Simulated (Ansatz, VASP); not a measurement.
# Se: VASP beside Ansatz

```
Se
1.0
     0.00000    1.66109    1.66109
     1.66109    0.00000    1.66109
     1.66109    1.66109    0.00000
Se
1
Direct
  0.00000 0.00000 0.00000
```

Change from the starting cell: volume scaled by 0.45, norm-conserving files.

Alike in both runs: task single point; functional PBE; k mesh 15 × 15 × 15; occupations fermi-dirac, width 0.05 eV; no spin polarisation.

|  | VASP | Ansatz |
| --- | --- | --- |
| version | VASP 6.6.1 | Ansatz 0.2.0 |
| potentials or method | VASP PAW PBE potentials, release 64 (Se) | norm-conserving pseudopotentials, scalar-relativistic |
| plane-wave cutoff (eV) | 520 | 1170 |
| valence electrons in the cell | 6 | 16 |

```tsv
	VASP	Ansatz	Ansatz less VASP
pressure (GPa)	330.8	323.8	-7.03
```

Both programs put the cell under a high pressure, so it lies far from rest at this level. VASP's potentials hold 6 valence electrons a cell and Ansatz's 16, so a difference there can come from the potentials and not from the codes.

Noted on VASP's run: the cell as given lies far from equilibrium.
